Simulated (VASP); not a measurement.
# Zn12P in VASP: single point with PBE

Aim: the single point of Zn12P with PBE.

Program: VASP 6.6.1. These are calculated values, not measurements. Logs are shortened: lines on timing, memory, paths and dates and some standing lists are left out, and cuts for length are marked.

### Step 1. The cell of the first run

The cell holds a slab with vacuum, 13 atoms: a = 5.320 Å, b = 5.320 Å, c = 15.937 Å, α = 90.00°, β = 90.00°, γ = 60.00°.

### Step 2. Single point, PBE

INCAR reads:

```
PREC     = Accurate       # precision mode
ENCUT    = 520            # plane-wave cutoff, eV
EDIFF    = 1E-7           # SCF threshold, eV
ISMEAR   = -1             # smearing method
SIGMA    = 0.05           # smearing width, eV
LREAL    = F              # projectors in reciprocal space
LASPH    = T              # aspherical terms in the spheres
NELM     = 60             # most SCF steps
ALGO     = Normal         # electronic algorithm
ISIF     = 2              # what is computed and relaxed
LWAVE    = F              # write WAVECAR
LCHARG   = F              # write CHGCAR
GGA      = PE             # functional
NBANDS   = 86             # bands
```

KPOINTS reads:

```
regular mesh
0
Gamma
  5 5 1
```

POSCAR reads:

```
Zn12P
1.0
    5.3200000000      0.0000000000      0.0000000000
    2.6600000000      4.6072550000      0.0000000000
    0.0000000000      0.0000000000     15.9369600000
Zn P
12 1
Direct
    0.0000000000      0.0000000000      0.0627472241
    0.5000000000      0.0000000000      0.0627472241
   -0.0000000543      0.5000001085      0.0627472241
    0.4999999457      0.5000001085      0.0627472241
   -0.1664099066      0.3391555275      0.2147737084
    0.3395478728      0.3389004950      0.2144379480
   -0.1683793900      0.8473320882      0.2146738148
    0.3317895166      0.8462739744      0.2178894218
   -0.0031066975      0.0103645229      0.3781955279
    0.5095431088     -0.0144956162      0.3935387928
    0.0284204803      0.4901838513      0.3520304374
    0.4793813250      0.4901636658      0.3674806237
    0.7649340251      0.5217714235      0.4709519256
```

Potentials or basis: VASP PAW PBE potentials, release 64 (Zn, P).

The run is started by

```console
$ cat potpaw_PBE.64/Zn/POTCAR potpaw_PBE.64/P/POTCAR > POTCAR
$ mpirun -np 1 vasp_std > vasp.out
```

OUTCAR:

```text
PREC = Accurate
   ENCUT = 520
   EDIFF = 1E-7
   ISMEAR = -1
   LREAL = F
   LASPH = T
   NELM = 60
   ISIF = 2
   GGA = PE

 ion  position               nearest neighbor table
   1  0.000  0.000  0.063-   4 2.66   3 2.66   2 2.66   2 2.66   3 2.66   4 2.66   7 2.84   5 2.88
                             8 2.91
   2  0.500  0.000  0.063-   3 2.66   4 2.66   1 2.66   1 2.66   4 2.66   3 2.66   7 2.86   6 2.88
                             8 2.88
   3  1.000  0.500  0.063-   2 2.66   1 2.66   4 2.66   4 2.66   1 2.66   2 2.66   5 2.85   6 2.88
                             7 2.90
   4  0.500  0.500  0.063-   1 2.66   2 2.66   3 2.66   3 2.66   2 2.66   1 2.66   6 2.84   5 2.87
                             8 2.94
   5  0.834  0.339  0.215-   7 2.62   6 2.63   8 2.64   8 2.68   6 2.69   7 2.70  11 2.71   3 2.85
                             4 2.87   1 2.88  12 2.93   9 3.01
   6  0.340  0.339  0.214-   7 2.62  11 2.62   5 2.63   8 2.64   8 2.68   5 2.69   7 2.70  12 2.78
                             4 2.84   2 2.88   3 2.88
   7  0.832  0.847  0.215-   6 2.62   5 2.62   8 2.66   8 2.66   5 2.70   6 2.70  11 2.74   1 2.84
                             2 2.86   3 2.90   9 3.01
   8  0.332  0.846  0.218-   5 2.64   6 2.64   7 2.66   7 2.66   6 2.68   5 2.68   2 2.88  12 2.90
                             1 2.91   4 2.94   9 2.98
   9  0.997  0.010  0.378-  12 2.66  10 2.67  11 2.67  10 2.67  12 2.68  11 2.72  13 2.78   8 2.98
                             5 3.01   7 3.01
  10  0.510  0.986  0.394-  13 2.47  12 2.64   9 2.67   9 2.67  11 2.71  12 2.75  11 2.78
  11  0.028  0.490  0.352-  13 2.31  12 2.41   6 2.62   9 2.67  10 2.71   5 2.71   9 2.72   7 2.74
                            10 2.78  12 2.93
  12  0.479  0.490  0.367-  13 2.30  11 2.41  10 2.64   9 2.66   9 2.68  10 2.75   6 2.78   8 2.90
                            11 2.93   5 2.93
  13  0.765  0.522  0.471-  12 2.30  11 2.31  10 2.47   9 2.78

  LATTYP: Found a hexagonal cell.
 ALAT       =     5.3199998717
 C/A-ratio  =     2.9956692452

  Lattice vectors:

 A1 = (  -2.6600000000,  -4.6072550000,   0.0000000000)
 A2 = (   5.3200000000,   0.0000000000,   0.0000000000)
 A3 = (   0.0000000000,   0.0000000000,  15.9369600000)

Analysis of symmetry for initial positions (statically):
=====================================================================
 Subroutine PRICEL returns:
 Original cell was already a primitive cell.

 Routine SETGRP: Setting up the symmetry group for a
 hexagonal supercell.

 Subroutine GETGRP returns: Found  1 space group operations
 (whereof  1 operations were pure point group operations)
 out of a pool of 24 trial point group operations.

The static configuration has the point symmetry C_1 .
[... 137 lines left out ...]
   EFERMI =   0.00;   METHOD = LEGACY
   ISMEAR =    -1;   SIGMA  =   0.05  broadening in eV -4-tet -1-fermi 0-gaus
   EFERMI_NEDOS =   21; number of points for ismear=-14 and -15
   IALGO  =     38    algorithm
   IMIX   =      4    mixing-type and parameters
     AMIX     =   0.40;   BMIX     =  1.00
     AMIX_MAG =   1.60;   BMIX_MAG =  1.00
  volume/ion in A,a.u.               =      30.05       202.77
  Fermi-wavevector in a.u.,A,eV,Ry     =   1.187273  2.243620 19.178995  1.409616
  Thomas-Fermi vector in A             =   2.323428
   LORBIT       =      0    0 simple, 1 ext, 2 COOP (PROOUT), +10 PAW based schemes
   GGA     = PE    functional components
   LHFCALC =     F    Hartree Fock is set to
   AEXX    =    0.0000 exact exchange contribution
   IVDW    =     0    specifies the selected vdW correction
   LEPSILON=     F    determine dielectric tensor
   LRPA    =     F    only Hartree local field effects (RPA)
 non-spin polarized calculation
  energy-cutoff  :      520.00
  volume of cell :      390.62
 maximum number of plane-waves:     10547
   NGX = 19   NGY = 19   NGZ = 59

 number of electron     148.9999967 magnetization

 Free energy of the ion-electron system (eV)
  ---------------------------------------------------
  ext. energy  EPLUGINS =         0.00000000
  ---------------------------------------------------
  free energy    TOTEN  =       -16.94487478 eV

  energy without entropy =      -16.91547308  energy(sigma->0) =      -16.93017393

 E-fermi :  -0.4798     XC(G=0):  -6.8117

 val. band max:       -0.5215328946   @ k =   0.4000   0.2000   0.0000
 cond. band min:      -0.4657089639   @ k =   0.0000   0.4000   0.0000
 fundamental gap:      0.0558239307
 Fermi energy:        -0.4798324176

 k-point     1 :       0.0000    0.0000    0.0000
  band No.  band energies     occupation
      1     -11.6627      2.00000
      2     -10.1280      2.00000
      3      -8.9974      2.00000
      4      -8.9122      2.00000
      5      -8.8345      2.00000
      6      -8.8056      2.00000
[... 1146 lines left out ...]
     85       4.1651      0.00000
     86       4.4591      0.00000

------------------------ aborting loop because EDIFF is reached ----------------------------------------

  FORCE on cell =-STRESS in cart. coord.  units (eV):
  Direction    XX          YY          ZZ          XY          YZ          ZX
  --------------------------------------------------------------------------------------
  -------------------------------------------------------------------------------------
  Total        3.2742173     -2.6501117      0.2275802     -0.0834661     -0.3461516     -0.2570601
  in kB       13.4294650    -10.8696458      0.9334383     -0.3423428     -1.4197687     -1.0543528
  external PRESSURE =       1.1644192 kB  Pullay stress =       0.0000000 kB

 VOLUME and BASIS-vectors are now :
 -----------------------------------------------------------------------------
  energy-cutoff  :      520.00
  volume of cell :      390.62
      direct lattice vectors                 reciprocal lattice vectors
     5.320000000  0.000000000  0.000000000     0.187969925 -0.108524490  0.000000000
     2.660000000  4.607255000  0.000000000     0.000000000  0.217048980  0.000000000
     0.000000000  0.000000000 15.936960000     0.000000000  0.000000000  0.062747224

 POSITION                                       TOTAL-FORCE (eV/Angst)
 -----------------------------------------------------------------------------------
      0.00000      0.00000      1.00000         0.043811     -0.077041      0.010889
      2.66000      0.00000      1.00000        -0.010539      0.095096     -0.020319
      6.65000      2.30363      1.00000         0.137675     -0.004946     -0.004784
      3.99000      2.30363      1.00000        -0.111182      0.024519     -0.035707
      5.33685      1.56258      3.42284        -0.004261      0.006931      0.004605
      2.70787      1.56140      3.41749        -0.007882      0.003862     -0.013235
      6.67812      3.90388      3.42125        -0.007033      0.007691      0.009652
      4.01621      3.89900      3.47249        -0.007394      0.008859      0.006695
      5.33104      0.04775      6.02729        -0.009630      0.002161      0.045207
      5.33221      4.54047      6.27181        -0.007806     -0.014025      0.021807
      1.45509      2.25840      5.61029        -0.007845      0.001861      0.001442
      3.85414      2.25831      5.85652         0.009406      0.000260     -0.040912
      5.45736      2.40393      7.50554        -0.017320     -0.055228      0.014659
 -----------------------------------------------------------------------------------
    total drift:                               -0.000328     -0.000102     -0.003360

  FREE ENERGIE OF THE ION-ELECTRON SYSTEM (eV)
  ---------------------------------------------------
  free  energy   TOTEN  =       -16.9448747787 eV

  energy  without entropy=      -16.9154730836  energy(sigma->0) =      -16.93017393
```

OSZICAR:

```text
N       E                     dE             d eps       ncg     rms          rms(c)
DAV:   1     0.113434322176E+04    0.11343E+04   -0.70618E+04  2236   0.214E+03
DAV:   2     0.119441792759E+03   -0.10149E+04   -0.98682E+03  2236   0.497E+02
DAV:   3    -0.125330337608E+02   -0.13197E+03   -0.12959E+03  2346   0.177E+02
[... 18 lines left out ...]
DAV:  22    -0.169448735505E+02   -0.21485E-05   -0.43447E-07  1856   0.705E-03    0.102E-03
DAV:  23    -0.169448743559E+02   -0.80542E-06   -0.12075E-07  1594   0.358E-03    0.382E-04
DAV:  24    -0.169448746438E+02   -0.28787E-06   -0.47641E-08  1616   0.153E-03    0.180E-04
DAV:  25    -0.169448747759E+02   -0.13215E-06   -0.33783E-08  1554   0.144E-03    0.195E-04
DAV:  26    -0.169448747787E+02   -0.27831E-08   -0.49801E-09  1408   0.760E-04
   1 F= -.16944875E+02 E0= -.16930174E+02  d E =-.294017E-01
```

Wall time 25 min (1 thread of Intel Xeon 8259CL, shared host); peak memory 0.65 GiB.

Results:

```
Free energy            : -16.9449 eV
Largest force          : 0.138 eV/Å
Band gap on the k mesh : zero (an odd number of electrons rules out a gap without spin polarisation)
```

Forces in eV/Å, atoms in the order of the input:
```
Zn   0.044 -0.077  0.011
Zn  -0.011  0.095 -0.020
Zn   0.138 -0.005 -0.005
Zn  -0.111  0.025 -0.036
Zn  -0.004  0.007  0.005
Zn  -0.008  0.004 -0.013
Zn  -0.007  0.008  0.010
Zn  -0.007  0.009  0.007
Zn  -0.010  0.002  0.045
Zn  -0.008 -0.014  0.022
Zn  -0.008  0.002  0.001
Zn   0.009  0.000 -0.041
P   -0.017 -0.055  0.015
```

Caveat: there is no dipole correction, which matters where the two faces differ.

The gap in the log of VASP goes by the Fermi energy; the results here count the filled bands.